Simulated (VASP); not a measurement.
# Te2Mo (Cmmm) in VASP: a series of runs, part 2 of 2

VASP 6.6.1.

## 5. Relaxation of cell and atoms, PBE

Input file INCAR:

```
  PREC = Accurate
  ENCUT = 600
  EDIFF = 1E-7
  ISMEAR = 0
  SIGMA = 0.1
  LREAL = F
  LASPH = T
  NELM = 60
  ALGO = Normal
  ISIF = 3
  LWAVE = F
  LCHARG = F
  GGA = PE
  IBRION = 2
  NSW = 90
  EDIFFG = -0.04
```

Input file KPOINTS:

```
Automatic mesh
0
Gamma
  4 4 6
```

Input file POSCAR:

```
Te2Mo
1.0
    3.6217547587     -3.8053874684      0.0000000000
    3.6217547587      3.8053874684      0.0000000000
    0.0000000000      0.0000000000      3.2815880589
Te Mo
2 1
Direct
    0.0000000000      0.5000000000      0.0000000000
    0.5000000000      0.0000000000      0.0000000000
    0.0000000000      0.0000000000      0.0000000000
```

Potentials or basis: VASP PAW PBE potentials, release 64 (Te, Mo_sv).

On the command line:

```sh
$ cat potpaw_PBE.64/Te/POTCAR potpaw_PBE.64/Mo_sv/POTCAR > POTCAR
$ mpirun -np 1 vasp_std > vasp.out
```

OUTCAR:

```text
PREC = Accurate
   ENCUT = 600
   EDIFF = 1E-7
   ISMEAR = 0
   LREAL = F
   LASPH = T
   NELM = 60
   ISIF = 3
   GGA = PE
   IBRION = 2
   NSW = 90
   EDIFFG = -0.04

 ion  position               nearest neighbor table
   1  0.000  0.500  0.000-   3 2.63   3 2.63   2 3.62   2 3.62
   2  0.500  0.000  0.000-   3 2.63   3 2.63   1 3.62   1 3.62
   3  0.000  0.000  0.000-   1 2.63   2 2.63   1 2.63   2 2.63

  LATTYP: Found a base centered orthorhombic cell.
 ALAT       =     7.2435095174
 B/A-ratio  =     1.0507026903
 C/A-ratio  =     0.4530384134

  Lattice vectors:

 A1 = (   3.6217547587,  -3.8053874684,   0.0000000000)
 A2 = (   3.6217547587,   3.8053874684,   0.0000000000)
 A3 = (   0.0000000000,   0.0000000000,   3.2815880589)

Analysis of symmetry for initial positions (statically):
=====================================================================
 Subroutine PRICEL returns:
 Original cell was already a primitive cell.

 Routine SETGRP: Setting up the symmetry group for a
 base centered orthorhombic supercell.

 Subroutine GETGRP returns: Found  8 space group operations
 (whereof  8 operations were pure point group operations)
 out of a pool of  8 trial point group operations.

The static configuration has the point symmetry D_2h.

Analysis of symmetry for dynamics (positions and initial velocities):
=====================================================================
 Subroutine PRICEL returns:
 Original cell was already a primitive cell.

 Routine SETGRP: Setting up the symmetry group for a
 base centered orthorhombic supercell.

 Subroutine GETGRP returns: Found  8 space group operations
 (whereof  8 operations were pure point group operations)
 out of a pool of  8 trial point group operations.

The dynamic configuration has the point symmetry D_2h.

 Subroutine INISYM returns: Found  8 space group operations
 (whereof  8 operations are pure point group operations),
 and found     1 'primitive' translations

----------------------------------------------------------------------------------------

                                     Primitive cell

  volume of cell :      90.4549

  direct lattice vectors                    reciprocal lattice vectors
     3.621754759 -3.805387468  0.000000000     0.138054626 -0.131392665  0.000000000
     3.621754759  3.805387468  0.000000000     0.138054626  0.131392665  0.000000000
     0.000000000  0.000000000  3.281588059     0.000000000  0.000000000  0.304730509

  length of vectors
     5.253387604  5.253387604  3.281588059     0.190586233  0.190586233  0.304730509

  position of ions in fractional coordinates (direct lattice)
     1.000000000  0.500000000  0.000000000
     0.500000000  1.000000000  0.000000000
     0.000000000  0.000000000  0.000000000

  ion indices of the primitive-cell ions
   primitive index   ion index
                 1           1
                 2           2
                 3           3

----------------------------------------------------------------------------------------

 KPOINTS: Automatic mesh

[... 55 lines left out ...]
   NGX,Y,Z   is equivalent  to a cutoff of  13.29, 13.29, 14.18 a.u.
   NGXF,Y,Z  is equivalent  to a cutoff of  26.58, 26.58, 28.37 a.u.
 SYSTEM =  unknown system
   PREC   = accura    normal or accurate (medium, high low for compatibility)
   ISTART =      0    job   : 0-new  1-cont  2-samecut
   ICHARG =      2    charge: 1-file 2-atom 10-const
   ISPIN  =      1    spin polarized calculation?
   LNONCOLLINEAR =      F non collinear calculations
   LSORBIT =      F    spin-orbit coupling
   LASPH  =      T    aspherical Exc in radial PAW
   ENCUT  =  600.0 eV  44.10 Ry    6.64 a.u.  10.49 10.49  6.55*2*pi/ulx,y,z
   NELM   =     60;   NELMIN=  2; NELMDL= -5     # of ELM steps
   EDIFF  = 0.1E-06   stopping-criterion for ELM
   LREAL  =      F    real-space projection
   EDIFFG = -.4E-01   stopping-criterion for IOM
   NSW    =     90    number of steps for IOM
   IBRION =      2    ionic relax: 0-MD 1-quasi-New 2-CG
   NFREE  =      1    steps in history (QN), initial steepest desc. (CG)
   ISIF   =      3    stress and relaxation
   ISYM   =      2    0-nonsym 1-usesym 2-fastsym
   POTIM  = 0.5000    time-step for ionic-motion
   TEBEG  =    0.0;   TEEND  =   0.0 temperature during run
   PSTRESS=    0.0 pullay stress
   NELECT =      26.0000    total number of electrons
   NUPDOWN=      -1.0000    fix difference up-down
   EMIN   =  10.00;   EMAX   =-10.00  energy-range for DOS
   EFERMI =   0.00;   METHOD = LEGACY
   ISMEAR =     0;   SIGMA  =   0.10  broadening in eV -4-tet -1-fermi 0-gaus
   EFERMI_NEDOS =   21; number of points for ismear=-14 and -15
   IALGO  =     38    algorithm
   IMIX   =      4    mixing-type and parameters
     AMIX     =   0.40;   BMIX     =  1.00
     AMIX_MAG =   1.60;   BMIX_MAG =  1.00
  volume/ion in A,a.u.               =      30.15       203.47
  Fermi-wavevector in a.u.,A,eV,Ry     =   1.080410  2.041679 15.881889  1.167286
  Thomas-Fermi vector in A             =   2.216400
   LORBIT       =      0    0 simple, 1 ext, 2 COOP (PROOUT), +10 PAW based schemes
   GGA     = PE    functional components
   LHFCALC =     F    Hartree Fock is set to
   AEXX    =    0.0000 exact exchange contribution
   IVDW    =     0    specifies the selected vdW correction
   LEPSILON=     F    determine dielectric tensor
   LRPA    =     F    only Hartree local field effects (RPA)
 conjugate gradient relaxation of ions
 non-spin polarized calculation
 Gauss-broadening in eV      SIGMA  =   0.10
  energy-cutoff  :      600.00
  volume of cell :       90.45
 maximum number of plane-waves:      3041
 NGX is ok and might be reduce to    42
   NGX = 21   NGY = 21   NGZ = 13

--------------------------------------- Ionic step        1  -------------------------------------------

 number of electron      26.0000002 magnetization

 Free energy of the ion-electron system (eV)
  ---------------------------------------------------
  ext. energy  EPLUGINS =         0.00000000
  ---------------------------------------------------
  free energy    TOTEN  =       -15.23929119 eV

  energy without entropy =      -15.21510123  energy(sigma->0) =      -15.22719621

------------------------ aborting loop because EDIFF is reached ----------------------------------------

  FORCE on cell =-STRESS in cart. coord.  units (eV):
  Direction    XX          YY          ZZ          XY          YZ          ZX
  --------------------------------------------------------------------------------------
  -------------------------------------------------------------------------------------
  Total        0.1845801      0.0570705     -0.2363584      0.0000000      0.0000000      0.0000000
  in kB        3.2693656      1.0108574     -4.1864857      0.0000000      0.0000000      0.0000000
  external PRESSURE =       0.0312458 kB  Pullay stress =       0.0000000 kB
[... 92 lines left out ...]
  FREE ENERGIE OF THE ION-ELECTRON SYSTEM (eV)
  ---------------------------------------------------
  free  energy   TOTEN  =       -15.2410616509 eV

  energy  without entropy=      -15.2114675625  energy(sigma->0) =      -15.22626461

[... ionic steps 4 to 13 ...]

--------------------------------------- Ionic step       14  -------------------------------------------

 number of electron      25.9999998 magnetization

------------------------ aborting loop because EDIFF is reached ----------------------------------------
[... 69 lines left out ...]
--------------------------------------- Ionic step       16  -------------------------------------------

 number of electron      25.9999998 magnetization

 Free energy of the ion-electron system (eV)
  ---------------------------------------------------
  ext. energy  EPLUGINS =         0.00000000
  ---------------------------------------------------
  free energy    TOTEN  =       -15.39669762 eV

  energy without entropy =      -15.38234746  energy(sigma->0) =      -15.38952254

 E-fermi :   6.7288     XC(G=0):  -9.6311

 val. band max:        6.7195250639   @ k =   0.2500   0.0000   0.1667
 cond. band min:       6.8263223060   @ k =   0.5000   0.5000   0.3333
 fundamental gap:      0.1067972421
 Fermi energy:         6.7287610899

 k-point     1 :       0.0000    0.0000    0.0000
  band No.  band energies     occupation
      1     -54.3272      2.00000
      2     -28.5642      2.00000
      3     -28.5624      2.00000
      4     -27.9881      2.00000
      5      -6.5092      2.00000
      6      -5.4985      2.00000
[... 457 lines left out ...]
      4     -28.3934      2.00000
      5      -3.5133      2.00000
      6      -3.0935      2.00000
[... 9 lines left out ...]
     16       8.2202      0.00000
     17       9.1011      0.00000

 [... further k-points ...]
[... 5 lines left out ...]
  --------------------------------------------------------------------------------------
  -------------------------------------------------------------------------------------
  Total        0.1078276      0.0421791     -0.0853295      0.0000000      0.0000000      0.0000000
  in kB        1.9901028      0.7784726     -1.5748706      0.0000000      0.0000000      0.0000000
  external PRESSURE =       0.3979016 kB  Pullay stress =       0.0000000 kB
[... 18 lines left out ...]
  FREE ENERGIE OF THE ION-ELECTRON SYSTEM (eV)
  ---------------------------------------------------
  free  energy   TOTEN  =       -15.3966976180 eV

  energy  without entropy=      -15.3823474582  energy(sigma->0) =      -15.38952254

 reached required accuracy - stopping structural energy minimisation
```

Wall time 10 min (1 thread of Intel Xeon Platinum 8488C (Sapphire Rapids), shared host); peak memory 0.26 GiB.

What came out:

```
Free energy                            : -15.3967 eV
Relaxed volume                         : 28.94 Å³/atom
Relaxed cell                           : a = 5.396 Å, b = 5.396 Å, c = 2.981 Å, α = 90.00°, β = 90.00°, γ = 90.40°
Space group after relaxing (to 0.05 Å) : Cmmm (No. 65)
Energy gained by relaxing              : 52.5 meV/atom
Ionic steps                            : 16
Pressure after relaxing                : 0.0 GPa
Band gap on the k mesh                 : zero (band 13 reaches 7.43 eV, above the bottom of band 14 at 6.09 eV)
```

The path:
```csv
step,energy change (eV),largest force (eV/Å),pressure (GPa),volume (Å³)
1,0.0000,0.0000,0.00,90.45
2,-0.0011,0.0000,-0.19,90.46
3,-0.0018,0.0000,-0.39,90.47
4,-0.0039,0.0000,-0.77,90.47
5,-0.0281,0.0000,-1.52,90.44
6,-0.1188,0.0000,-2.41,90.24
7,-0.0472,0.0000,-1.39,89.30
8,-0.1056,0.0000,-2.28,89.85
9,-0.1311,0.0000,-2.49,90.12
10,-0.1308,0.0000,-2.49,90.13
11,-0.1377,0.0000,-2.15,89.66
12,-0.1524,0.0000,-1.11,88.23
13,-0.1520,0.0000,1.25,85.43
14,-0.1573,0.0000,-0.02,86.88
15,-0.1573,0.0000,0.04,86.81
16,-0.1574,0.0000,0.04,86.81
```

Final structure:
```
Te Mo
1.0
     3.80263   -3.82897    0.00000
     3.80263    3.82897    0.00000
     0.00000    0.00000    2.98105
Te Mo
2 1
Direct
  0.00000 0.50000 0.00000
  0.50000 0.00000 0.00000
  0.00000 0.00000 0.00000
```

Caveat: spin-orbit coupling is left out, which moves the levels of the heavy elements.

## 6. The runs side by side

```tsv
task	cell	k mesh	cutoff (eV)	gap on the mesh (eV)	pressure (GPa)	relaxed volume (Å³/atom)
single point	a = 5.253, b = 5.253, c = 3.282 Å, angles 90.0, 90.0, 92.8°, 3 atoms	4 × 4 × 4	520	none	0.0	-
single point	a = 4.811, b = 4.811, c = 4.472 Å, angles 90.0, 90.0, 91.9°, 3 atoms	4 × 4 × 4	520	none	15.2	-
relaxation of cell and atoms	relaxed from a = 4.811, b = 4.811, c = 4.472 Å, angles 90.0, 90.0, 91.9°, 3 atoms	4 × 4 × 4	600	none	0.1	29.03
relaxation of cell and atoms	relaxed from a = 5.253, b = 5.253, c = 3.282 Å, angles 90.0, 90.0, 92.8°, 3 atoms	4 × 4 × 6	600	none	0.0	28.94
```

Alike in all rows: level PBE; potentials or basis VASP PAW PBE potentials, release 64 (Te, Mo_sv); no spin polarisation; smearing gaussian 0.1 eV.

Caveats: some runs use coarse meshes; spin-orbit coupling is left out, which moves the levels of the heavy elements; the volume moved by over 15 % at a fixed basis, so the end points are rough (some runs).

Absolute energies hang on the potentials; compare differences alone.
